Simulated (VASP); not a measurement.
# P (Pm-3m) in VASP: further runs, part 2 of 2

VASP 6.6.1.

## 4. Single point, PBE+D3(BJ) (volume scaled by 0.94, then relaxed in part)

The input, INCAR:

```
PREC     = Accurate       # precision mode
ENCUT    = 520            # plane-wave cutoff, eV
EDIFF    = 1E-6           # SCF threshold, eV
ISMEAR   = 0              # smearing method
SIGMA    = 0.1            # smearing width, eV
LREAL    = F              # projectors in reciprocal space
LASPH    = T              # aspherical terms in the spheres
NELM     = 100            # most SCF steps
ALGO     = Normal         # electronic algorithm
ISIF     = 2              # what is computed and relaxed
LWAVE    = F              # write WAVECAR
LCHARG   = F              # write CHGCAR
GGA      = PE             # functional
IVDW     = 12             # dispersion correction
NBANDS   = 8              # bands
```

The input, KPOINTS:

```
regular mesh
0
Gamma
  18 18 18
```

The input, POSCAR:

```
P
1.0
    2.3581187155      0.0000000000      0.0000000000
    0.0000000000      2.3581187155      0.0000000000
    0.0000000000      0.0000000000      2.3582248474
P
1
Direct
    0.0000000000      0.0000000000      0.0000000000
```

Launch:

```sh
$ cat potpaw_PBE.64/P/POTCAR > POTCAR
$ mpirun -np 1 vasp_std > vasp.out
```

It took 27 s on 1 thread of Intel Xeon Platinum 8375C at 2.90GHz (Ice Lake), shared host; peak memory 0.16 GiB.

The run converged. Its results:

```yaml
Free_energy: -5.7404 eV
Pressure: 8.7 GPa
Dispersion_energy_per_atom: -0.539 eV
```

Levels at points of the mesh, in eV from the Fermi level:
```
           k point  band 1  band 2  band 3  band 4  band 5  band 6  band 7  band 8
(0.00, 0.00, 0.00)  -17.53    5.70    5.70    5.70    6.74    6.74   15.67   25.96
(0.50, 0.00, 0.00)  -12.64   -9.52    8.99    9.00    9.53   14.90   14.90   17.72
(0.50, 0.50, 0.00)   -7.28   -5.71   -5.71    0.41   12.09   17.68   17.68   18.57
(0.00, 0.00, 0.50)  -12.65   -9.52    9.00    9.00    9.53   14.90   14.90   17.72
(0.50, 0.00, 0.50)   -7.28   -5.71   -5.71    0.41   12.09   17.68   17.68   18.57
(0.50, 0.50, 0.50)   -2.21   -2.21   -2.21   -0.28    4.40    4.40    4.40   11.05
```

Caveat: pairwise dispersion overbinds metals, which lowers pressure and volume.

## 5. Single point, PBE+D3(BJ) (volume scaled by 0.97, then relaxed in part)

The input, INCAR:

```
ALGO = Normal
EDIFF = 1E-6
ENCUT = 520
GGA = PE
ISIF = 2
ISMEAR = 0
IVDW = 12
LASPH = T
LCHARG = F
LREAL = F
LWAVE = F
NBANDS = 8
NELM = 80
PREC = Accurate
SIGMA = 0.1
```

The input, KPOINTS:

```
k-points
0
Gamma
  18 18 18
```

The input, POSCAR:

```
P
1.0
    2.3829428420      0.0000000000      0.0000000000
    0.0000000000      2.3829428420      0.0000000000
    0.0000000000      0.0000000000      2.3830500912
P
1
Direct
    0.0000000000      0.0000000000      0.0000000000
```

Potentials or basis: VASP PAW PBE potentials, release 64 (P).

Launch:

```sh
$ cat potpaw_PBE.64/P/POTCAR > POTCAR
$ mpirun -np 1 vasp_std > vasp.out
```

OUTCAR:

```text
EDIFF = 1E-6
   ENCUT = 520
   GGA = PE
   ISIF = 2
   ISMEAR = 0
   IVDW = 12
   LASPH = T
   LREAL = F
   NELM = 80
   PREC = Accurate
 IVDW          = 12

 ion  position               nearest neighbor table
   1  0.000  0.000  0.000-

  LATTYP: Found a simple tetragonal cell.
 ALAT       =     2.3829428420
 C/A-ratio  =     1.0000450070

  Lattice vectors:

 A1 = (   2.3829428420,   0.0000000000,   0.0000000000)
 A2 = (   0.0000000000,   2.3829428420,   0.0000000000)
 A3 = (   0.0000000000,   0.0000000000,   2.3830500912)

Analysis of symmetry for initial positions (statically):
=====================================================================
 Subroutine PRICEL returns:
 Original cell was already a primitive cell.

 Routine SETGRP: Setting up the symmetry group for a
 simple tetragonal supercell.

 Subroutine GETGRP returns: Found 16 space group operations
 (whereof 16 operations were pure point group operations)
 out of a pool of 16 trial point group operations.

The static configuration has the point symmetry D_4h.

Analysis of symmetry for dynamics (positions and initial velocities):
[... 163 lines left out ...]
 Fermi energy:        10.6304693148

 k-point     1 :       0.0000    0.0000    0.0000
  band No.  band energies     occupation
      1      -6.5533      2.00000
      2      16.1474      0.00000
      3      16.1494      0.00000
      4      16.1494      0.00000
      5      17.4142      0.00000
      6      17.4148      0.00000
      7      25.9025      0.00000
      8      36.1405      0.00000
[... 243 lines left out ...]
 k-point    24 :       0.3333    0.1111    0.0000
  band No.  band energies     occupation
      1      -3.6515      2.00000
      2       5.0150      2.00000
      3      14.6946      0.00000
      4      18.3434      0.00000
      5      21.5526      0.00000
      6      24.4666      0.00000
      7      27.6394      0.00000
      8      27.9756      0.00000

 [... further k-points ...]

------------------------ aborting loop because EDIFF is reached ----------------------------------------

 Edisp (eV)   -0.52222

 E8    (eV) :    -0.1972

  FORCE on cell =-STRESS in cart. coord.  units (eV):
  Direction    XX          YY          ZZ          XY          YZ          ZX
  --------------------------------------------------------------------------------------
  -------------------------------------------------------------------------------------
  Total       0.31249     0.31249     0.31166     0.00000    -0.00000     0.00000
  in kB      36.99896    36.99896    36.90080     0.00000    -0.00000     0.00000
  external pressure =       36.97 kB  Pullay stress =        0.00 kB

 VOLUME and BASIS-vectors are now :
 -----------------------------------------------------------------------------
  energy-cutoff  :      520.00
  volume of cell :       13.53
      direct lattice vectors                 reciprocal lattice vectors
     2.382942842  0.000000000  0.000000000     0.419649176  0.000000000  0.000000000
     0.000000000  2.382942842  0.000000000     0.000000000  0.419649176  0.000000000
     0.000000000  0.000000000  2.383050091     0.000000000  0.000000000  0.419630290

 POSITION                                       TOTAL-FORCE (eV/Angst)
 -----------------------------------------------------------------------------------
      0.00000      0.00000      0.00000         0.000000      0.000000      0.000000
 -----------------------------------------------------------------------------------
    total drift:                               -0.000000      0.000000      0.000000

  FREE ENERGIE OF THE ION-ELECTRON SYSTEM (eV)
  ---------------------------------------------------
  free  energy   TOTEN  =        -5.7564455606 eV

  energy  without entropy=       -5.7546714320  energy(sigma->0) =       -5.75555850
```

OSZICAR:

```text
N       E                     dE             d eps       ncg     rms          rms(c)
DAV:   1     0.358709901483E+00    0.35871E+00   -0.21810E+03  9424   0.453E+02
DAV:   2    -0.518480667276E+01   -0.55435E+01   -0.52613E+01 12624   0.487E+01
DAV:   3    -0.523501496453E+01   -0.50208E-01   -0.50082E-01 10040   0.505E+00
DAV:   4    -0.523507968024E+01   -0.64716E-04   -0.64716E-04 13976   0.200E-01
DAV:   5    -0.523507972649E+01   -0.46257E-07   -0.45788E-07 10048   0.299E-03    0.526E+00
DAV:   6    -0.523411175140E+01    0.96798E-03   -0.74414E-04 11744   0.224E-01    0.313E+00
DAV:   7    -0.523412918310E+01   -0.17432E-04   -0.17568E-03 10280   0.383E-01    0.113E-01
DAV:   8    -0.523421490710E+01   -0.85724E-04   -0.58920E-05 11968   0.626E-02    0.179E-02
DAV:   9    -0.523422240326E+01   -0.74962E-05   -0.65076E-06 10936   0.200E-02    0.238E-03
DAV:  10    -0.523422283046E+01   -0.42720E-06   -0.41013E-07 10616   0.483E-03
   1 F= -.57564456E+01 E0= -.57555585E+01  d E =-.177413E-02
```

Wall time 31 s (1 thread of Intel Xeon Platinum 8375C at 2.90GHz (Ice Lake), shared host); peak memory 0.16 GiB.

What came out:

| Property | Result |
| --- | --- |
| Free energy | -5.7564 eV |
| Pressure | 3.7 GPa |
| Dispersion energy per atom | -0.522 eV |

Caveat: pairwise dispersion overbinds metals, which lowers pressure and volume.

## 6. Overview

```csv
cell,gap on the mesh (eV),pressure (GPa)
"a = 2.307 Å, 1 atom",none,21.4
"a = 2.333 Å, 1 atom",none,14.5
"a = 2.358 Å, 1 atom",none,8.7
"a = 2.383 Å, 1 atom",none,3.7
```

Alike in all rows: task single point; level PBE+D3(BJ); potentials or basis VASP PAW PBE potentials, release 64 (P); no spin polarisation; k mesh 18 × 18 × 18; cutoff (eV) 520; smearing gaussian 0.1 eV.

Caveats: pairwise dispersion overbinds metals, which lowers pressure and volume.

Absolute energies hang on the potentials; compare differences alone.
